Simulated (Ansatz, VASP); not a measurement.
# CaO in VASP and in Ansatz

INCAR

```
PREC = Accurate
ENCUT = 520
EDIFF = 1E-6
ISMEAR = 0
SIGMA = 0.014
LREAL = False
LASPH = True
NELM = 100
ALGO = Normal
ISIF = 2
LWAVE = False
LCHARG = True
GGA = PE
LELF = True
LVHAR = True
NBANDS = 15
```

The input KPOINTS:

```
regular mesh
0
Gamma
  10 10 10
```

Contents of POSCAR:

```
CaO
1.0
    0.0000000000      2.4035556960      2.4035556960
    2.4035556960      0.0000000000      2.4035556960
    2.4035556960      2.4035556960      0.0000000000
Ca O
1 1
Direct
    0.0000000000      0.0000000000      0.0000000000
    0.5000000000      0.5000000000      0.5000000000
```

Contents of input.yaml:

```yaml
crystal:
  lattice:
    - [0.0, 2.403555696, 2.403555696]
    - [2.403555696, 0.0, 2.403555696]
    - [2.403555696, 2.403555696, 0.0]
  atoms:
    - { symbol: Ca, position: [0.0, 0.0, 0.0] }
    - { symbol: O, position: [0.5, 0.5, 0.5] }
hamiltonian:
  xc: pbe
  pseudopotentials: { kind: paw }
kpoints:
  mp_grid: { grid: [10, 10, 10] }
scf:
  occupations: { method: gaussian, width: 0.014 }
output:
  forces: true
  stress: true
  eigenvalues: true
```

Alike in both runs: task single point; functional PBE; k mesh 10 × 10 × 10; occupations gaussian, width 0.014 eV; no spin polarisation.

```csv
,VASP,Ansatz
version,VASP 6.6.1,Ansatz 0.2.0
potentials or method,"VASP PAW PBE potentials, release 64 (Ca_sv, O)",Ansatz PAW
plane-wave cutoff (eV),520,420
valence electrons in the cell,16,16
```

Ansatz gave:

```
gap on the k mesh at the Fermi level (eV) : 3.66
least direct gap on the mesh (eV)         : 4.03
pressure (GPa)                            : 1.6
```

What did VASP give for the same quantities?

gap on the k mesh at the Fermi level (eV): 3.64; least direct gap on the mesh (eV): 4.01; pressure (GPa): 2.2.

The functional is the same, so the differences come from potentials, cutoffs and numerics.
